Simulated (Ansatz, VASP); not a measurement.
N in VASP and in Ansatz

```
N
1.0
     4.83078    0.00000    0.00000
     0.00000    4.83078    0.00000
     0.00000    0.00000    4.83078
N
4
Direct
  0.99998 0.99998 0.99998
  0.50002 0.00002 0.49998
  0.49998 0.50002 0.00002
  0.00002 0.49998 0.50002
```

Alike in both runs: task single point; functional LDA; k mesh 6 × 6 × 6; occupations gaussian, width 0.02 eV; collinear spin.

|  | VASP | Ansatz |
| --- | --- | --- |
| version | VASP 6.6.1 | Ansatz 0.2.0 |
| potentials or method | VASP PAW LDA potentials, release 64 (N), cutoff 520 eV | scalar-relativistic, plane waves, PAW |
| valence electrons in the cell | 20 | 20 |

Ansatz gave:

| Quantity | Value |
| --- | --- |
| gap on the k mesh at the Fermi level (eV) | 1.72 |
| least direct gap on the mesh (eV) | 1.89 |
| net moment per atom (μB) | 3.00 |
| size of the moment on the site where the two differ most (μB) | 2.87 |

Task: What did VASP give for the same quantities?

Result: gap on the k mesh at the Fermi level (eV): 1.58; least direct gap on the mesh (eV): 1.76; net moment per atom (μB): 3.00; size of the moment on the site where the two differ most (μB): 1.93.

LDA's correlation is that of Perdew and Zunger in VASP and of Perdew and Wang (1992) in Ansatz. Site moments also hang on the region over which each program counts them. Ansatz's warnings: stability check not made.
